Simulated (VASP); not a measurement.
# InSb (Fm-3m) in VASP: notebook

The runs below take InSb through single point, with PBE.

Program: VASP 6.6.1. These are calculated values, not measurements. Logs are shortened: lines on timing, memory, paths and dates and some standing lists are left out, and cuts for length are marked.

**1. The cell of the first run**

The structure is cubic, space group Fm-3m (No. 225). Conventional cell: a = 6.440 Å, b = 6.440 Å, c = 6.440 Å, α = 90.00°, β = 90.00°, γ = 90.00°. In (site symmetry m-3m) has 6 Sb at 3.22 Å within 4.2 Å. Sb (site symmetry m-3m) has 6 In at 3.22 Å within 4.2 Å.

**2. Single point, PBE**

INCAR

```
PREC = Accurate ; ENCUT = 500
EDIFF = 1E-6 ; ISMEAR = 0
SIGMA = 0.1 ; LREAL = False
LASPH = True ; NELM = 120
ALGO = Normal ; ISIF = 2
LWAVE = False ; LCHARG = True
GGA = PE ; LELF = True
LVHAR = True ; ISYM = 0
NBANDS = 16 ; GGA_COMPAT = False
```

KPOINTS

```
Automatic mesh
0
Gamma
  1 1 3
```

POSCAR

```
InSb
1.0
    0.0000000000      3.2200874616      3.2200874616
    3.2200874616      0.0000000000      3.2200874616
    3.2200874616      3.2200874616      0.0000000000
In Sb
1 1
Direct
    0.0000000000      0.0000000000      0.0000000000
    0.5000000000      0.5000000000      0.5000000000
```

Potentials or basis: VASP PAW PBE potentials, release 64 (In_d, Sb).

The run is started by

```
$ cat potpaw_PBE.64/In_d/POTCAR potpaw_PBE.64/Sb/POTCAR > POTCAR
$ mpirun -np 1 vasp_std > vasp.out
```

OUTCAR:

```text
PREC = Accurate
   ENCUT = 500
   EDIFF = 1E-6
   ISMEAR = 0
   LREAL = False
   LASPH = True
   NELM = 120
   ISIF = 2
   GGA = PE
   ISYM = 0

 ion  position               nearest neighbor table
   1  0.000  0.000  0.000-   2 3.22   2 3.22   2 3.22   2 3.22   2 3.22   2 3.22
   2  0.500  0.500  0.500-   1 3.22   1 3.22   1 3.22   1 3.22   1 3.22   1 3.22

IMPORTANT INFORMATION: All symmetrisations will be switched off!
NOSYMM: (Re-)initialisation of all symmetry stuff for point group C_1.

----------------------------------------------------------------------------------------

                                     Primitive cell

  volume of cell :      66.7779

  direct lattice vectors                    reciprocal lattice vectors
     0.000000000  3.220087462  3.220087462    -0.155275286  0.155275286  0.155275286
     3.220087462  0.000000000  3.220087462     0.155275286 -0.155275286  0.155275286
     3.220087462  3.220087462  0.000000000     0.155275286  0.155275286 -0.155275286

  length of vectors
     4.553891360  4.553891360  4.553891360     0.268944684  0.268944684  0.268944684

  position of ions in fractional coordinates (direct lattice)
     0.000000000  0.000000000  0.000000000
     0.500000000  0.500000000  0.500000000

  ion indices of the primitive-cell ions
   primitive index   ion index
                 1           1
                 2           2

----------------------------------------------------------------------------------------

 KPOINTS: Automatic mesh

Automatic generation of k-mesh.
 Grid dimensions read from file:
 generate k-points for:    1    1    3

 Generating k-lattice:

  Cartesian coordinates                     Fractional coordinates (reciprocal lattice)
    -0.155275286  0.155275286  0.155275286     1.000000000  0.000000000  0.000000000
     0.155275286 -0.155275286  0.155275286     0.000000000  1.000000000  0.000000000
     0.051758429  0.051758429 -0.051758429     0.000000000  0.000000000  0.333333333

  Length of vectors
     0.268944684  0.268944684  0.089648228

  Shift w.r.t. Gamma in fractional coordinates (k-lattice)
     0.000000000  0.000000000  0.000000000

 -----------------------------------------------------------------------------
|                                                                             |
|           W    W    AA    RRRRR   N    N  II  N    N   GGGG   !!!           |
|           W    W   A  A   R    R  NN   N  II  NN   N  G    G  !!!           |
|           W    W  A    A  R    R  N N  N  II  N N  N  G       !!!           |
|           W WW W  AAAAAA  RRRRR   N  N N  II  N  N N  G  GGG   !            |
|           WW  WW  A    A  R   R   N   NN  II  N   NN  G    G                |
|           W    W  A    A  R    R  N    N  II  N    N   GGGG   !!!           |
|                                                                             |
|     Your reciprocal lattice and k-lattice belong to different lattice       |
|     classes:                                                                |
|                                                                             |
|        The reciprocal lattice is body-centered cubic,                       |
|        whereas your k-lattice is hexagonal.                                 |
|                                                                             |
|     Results are often still useful ...                                      |
|                                                                             |
 -----------------------------------------------------------------------------

 WARNING: IBZKPT: internal override: KBLOWUP is changed to .FALSE.
      ... skipping the blow-up phase ...

 Subroutine IBZKPT returns following result:
 ===========================================

 Found      2 irreducible k-points:

 Following reciprocal coordinates:
            Coordinates               Weight
  0.000000  0.000000  0.000000      1.000000
  0.000000  0.000000  0.333333      2.000000
   k-points           NKPTS =      2   k-points in BZ     NKDIM =      2   number of bands    NBANDS=     16
   number of dos      NEDOS =    301   number of ions     NIONS =      2
   total plane-waves  NPLWV =  46656
   dimension x,y,z NGX =    36 NGY =   36 NGZ =   36
   dimension x,y,z NGXF=    72 NGYF=   72 NGZF=   72
   ions per type =               1   1
   NGX,Y,Z   is equivalent  to a cutoff of  13.14, 13.14, 13.14 a.u.
   NGXF,Y,Z  is equivalent  to a cutoff of  26.28, 26.28, 26.28 a.u.
 SYSTEM =  unknown system
   PREC   = accura    normal or accurate (medium, high low for compatibility)
   ISTART =      0    job   : 0-new  1-cont  2-samecut
   ICHARG =      2    charge: 1-file 2-atom 10-const
   ISPIN  =      1    spin polarized calculation?
   LNONCOLLINEAR =      F non collinear calculations
   LSORBIT =      F    spin-orbit coupling
   LASPH  =      T    aspherical Exc in radial PAW
   ENCUT  =  500.0 eV  36.75 Ry    6.06 a.u.   8.30  8.30  8.30*2*pi/ulx,y,z
   NELM   =    120;   NELMIN=  2; NELMDL= -5     # of ELM steps
   EDIFF  = 0.1E-05   stopping-criterion for ELM
   LREAL  =      F    real-space projection
   EDIFFG = 0.1E-04   stopping-criterion for IOM
   NSW    =      0    number of steps for IOM
   IBRION =     -1    ionic relax: 0-MD 1-quasi-New 2-CG
   NFREE  =      0    steps in history (QN), initial steepest desc. (CG)
   ISIF   =      2    stress and relaxation
   ISYM   =      0    0-nonsym 1-usesym 2-fastsym
   POTIM  = 0.5000    time-step for ionic-motion
   TEBEG  =    0.0;   TEEND  =   0.0 temperature during run
   PSTRESS=    0.0 pullay stress
   NELECT =      18.0000    total number of electrons
   NUPDOWN=      -1.0000    fix difference up-down
   EMIN   =  10.00;   EMAX   =-10.00  energy-range for DOS
   EFERMI =   0.00;   METHOD = LEGACY
   ISMEAR =     0;   SIGMA  =   0.10  broadening in eV -4-tet -1-fermi 0-gaus
   EFERMI_NEDOS =   21; number of points for ismear=-14 and -15
   IALGO  =     38    algorithm
   IMIX   =      4    mixing-type and parameters
     AMIX     =   0.40;   BMIX     =  1.00
     AMIX_MAG =   1.60;   BMIX_MAG =  1.00
  volume/ion in A,a.u.               =      33.39       225.32
  Fermi-wavevector in a.u.,A,eV,Ry     =   1.057519  1.998420 15.216014  1.118346
  Thomas-Fermi vector in A             =   2.192794
   LORBIT       =      0    0 simple, 1 ext, 2 COOP (PROOUT), +10 PAW based schemes
   GGA     = PE    functional components
   LHFCALC =     F    Hartree Fock is set to
   AEXX    =    0.0000 exact exchange contribution
   IVDW    =     0    specifies the selected vdW correction
   LEPSILON=     F    determine dielectric tensor
   LRPA    =     F    only Hartree local field effects (RPA)
 non-spin polarized calculation
 Gauss-broadening in eV      SIGMA  =   0.10
  energy-cutoff  :      500.00
  volume of cell :       66.78
 maximum number of plane-waves:      1688
 NGX is ok and might be reduce to    36
   NGX = 17   NGY = 17   NGZ = 17

 number of electron      17.9999997 magnetization

 Free energy of the ion-electron system (eV)
  ---------------------------------------------------
  ext. energy  EPLUGINS =         0.00000000
  ---------------------------------------------------
  free energy    TOTEN  =        -0.13220808 eV

  energy without entropy =       -0.07225506  energy(sigma->0) =       -0.10223157

 E-fermi :   5.8783     XC(G=0):  -8.7477

 val. band max:        5.8306022392   @ k =   0.0000   0.0000   0.3333
 cond. band min:       7.2675736775   @ k =   0.0000   0.0000   0.3333
 fundamental gap:      1.4369714382
 Fermi energy:         5.8783004661

 k-point     1 :       0.0000    0.0000    0.0000
  band No.  band energies     occupation
      1      -9.3750      2.00000
      2      -9.3507      2.00000
      3      -9.3507      2.00000
      4      -9.2949      2.00000
      5      -9.2949      2.00000
      6      -4.3852      2.00000
[... 8 lines left out ...]
     15      11.5252      0.00000
     16      11.5512      0.00000

 k-point     2 :       0.0000    0.0000    0.3333
  band No.  band energies     occupation
      1      -9.3742      2.00000
      2      -9.3458      2.00000
      3      -9.3458      2.00000
      4      -9.2995      2.00000
      5      -9.2995      2.00000
      6      -3.4077      2.00000
[... 8 lines left out ...]
     15      13.5646      0.00000
     16      13.5646      0.00000

------------------------ aborting loop because EDIFF is reached ----------------------------------------

  FORCE on cell =-STRESS in cart. coord.  units (eV):
  Direction    XX          YY          ZZ          XY          YZ          ZX
  --------------------------------------------------------------------------------------
  -------------------------------------------------------------------------------------
  Total        7.1464357      7.1466059      7.1461524     -0.4025284      0.4026914      0.4027838
  in kB      171.4616785    171.4657627    171.4548819     -9.6577095      9.6616204      9.6638370
  external PRESSURE =     171.4607744 kB  Pullay stress =       0.0000000 kB

 VOLUME and BASIS-vectors are now :
 -----------------------------------------------------------------------------
  energy-cutoff  :      500.00
  volume of cell :       66.78
      direct lattice vectors                 reciprocal lattice vectors
     0.000000000  3.220087462  3.220087462    -0.155275286  0.155275286  0.155275286
     3.220087462  0.000000000  3.220087462     0.155275286 -0.155275286  0.155275286
     3.220087462  3.220087462  0.000000000     0.155275286  0.155275286 -0.155275286

 POSITION                                       TOTAL-FORCE (eV/Angst)
 -----------------------------------------------------------------------------------
      0.00000      0.00000      0.00000        -0.000002     -0.000007     -0.000011
      3.22009      3.22009      3.22009         0.000002      0.000007      0.000011
 -----------------------------------------------------------------------------------
    total drift:                               -0.000003     -0.000017     -0.000023

  FREE ENERGIE OF THE ION-ELECTRON SYSTEM (eV)
  ---------------------------------------------------
  free  energy   TOTEN  =        -0.1322080769 eV

  energy  without entropy=       -0.0722550600  energy(sigma->0) =       -0.10223157
```

Wall time 5.4 s (1 thread of Intel Xeon Platinum 8488C (Sapphire Rapids), shared host); peak memory 0.19 GiB.

Results:

| Quantity | Value |
| --- | --- |
| Free energy | -0.1322 eV |
| Pressure | 17.1 GPa |
| Band gap on the k mesh | zero (band 9 reaches 5.83 eV, above the bottom of band 10 at 5.62 eV) |

Caveat: the k points lie up to 1.69 Å⁻¹ apart; spin-orbit coupling is left out, which moves the levels of the heavy elements.

**3. Single point, PBE**

This run uses another cell than the first one, of 29.03 Å³/atom, 0.870 times its volume.

INCAR

```
SYSTEM = InSb
PREC = Accurate
ENCUT = 500
EDIFF = 1E-6
ISMEAR = 0
SIGMA = 0.1
LREAL = .FALSE.
LASPH = .TRUE.
NELM = 120
ALGO = Normal
ISIF = 2
LWAVE = .FALSE.
LCHARG = .FALSE.
GGA = PE
NBANDS = 16
GGA_COMPAT = .FALSE.
```

KPOINTS

```
Automatic mesh
0
G
  2 2 2
  0 0 0
```

POSCAR

```
InSb
1.0
    0.0000000000      3.0735130000      3.0735130000
    3.0735130000      0.0000000000      3.0735130000
    3.0735130000      3.0735130000      0.0000000000
In Sb
1 1
Direct
    0.0000000000      0.0000000000      0.0000000000
    0.5000000000      0.5000000000      0.5000000000
```

Potentials or basis: VASP PAW PBE potentials, release 64 (In_d, Sb).

The run is started by

```
$ cat potpaw_PBE.64/In_d/POTCAR potpaw_PBE.64/Sb/POTCAR > POTCAR
$ mpirun -np 1 vasp_std > vasp.out
```

It took 3.9 s on 1 thread of Intel Xeon Platinum 8488C (Sapphire Rapids), shared host; peak memory 0.17 GiB.

The run converged. Its results:

```yaml
Free_energy: -5.1511 eV
Pressure: 9.6 GPa
Band_gap_on_the_k_mesh: zero (band 9 reaches 7.14 eV, above the bottom of band 10 at 4.64 eV)
```

Levels at points of the mesh, in eV from the Fermi level:
```csv
k point,band 7,band 8,band 9,band 10,band 11,band 12,band 13,band 14
"(0.00, 0.00, 0.00)",-0.89,-0.40,-0.40,-0.40,5.53,5.53,5.53,5.71
"(0.50, 0.00, 0.00)",-6.84,0.00,0.00,1.78,1.95,1.95,2.76,9.63
"(0.50, 0.50, 0.00)",-4.79,-3.84,-2.50,-2.50,2.82,7.76,7.76,9.73
```

Caveat: the k points lie up to 0.89 Å⁻¹ apart; spin-orbit coupling is left out, which moves the levels of the heavy elements.
